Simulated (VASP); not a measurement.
Input of a VASP 6.6.1 run:

Contents of INCAR:

```
SYSTEM = MoS2
PREC = Accurate
ENCUT = 520
EDIFF = 1E-7
ISMEAR = 0
SIGMA = 0.15
LREAL = .False.
LASPH = .True.
NELM = 100
ALGO = Normal
ISIF = 2
LWAVE = .False.
LCHARG = .False.
GGA = PE
IVDW = 12
NBANDS = 20
```

KPOINTS

```
Automatic mesh
0
Gamma
  15 15 15
  0 0 0
```

Contents of POSCAR:

```
MoS2
1.0
    1.5671157387      0.9364418079      5.9549887142
   -1.5671157387      0.9364418079      5.9549887142
    0.0000000000     -1.8728836157      5.9549887142
Mo S
1 2
Direct
    0.0000000000      0.0000000000      0.0000000000
    0.7315023783      0.7315023783      0.8061065869
    0.2684976217      0.2684976217      0.1938934131
```

Potentials or basis: VASP PAW PBE potentials, release 64 (Mo_sv, S).

Command:

```sh
$ cat potpaw_PBE.64/Mo_sv/POTCAR potpaw_PBE.64/S/POTCAR > POTCAR
$ mpirun -np 1 vasp_std > vasp.out
```

Task: What does it give for the pressure?

Result: -2.8 GPa.

Task: Predict the largest force.

Result: 1.045 eV/Å.

Task: Predict the dispersion energy per atom.

Result: -0.434 eV.

Stress tensor (GPa, compression positive):
```
  3.39   0.00   0.00
  0.00 -10.35   9.56
  0.00   9.56  -1.57
```

Caveat: the cell differs from its parent crystal (atoms displaced along a vibrational mode, the cell strained); forces of over 1 eV/Å act on the atoms, so gaps and moduli don't describe the material at rest.
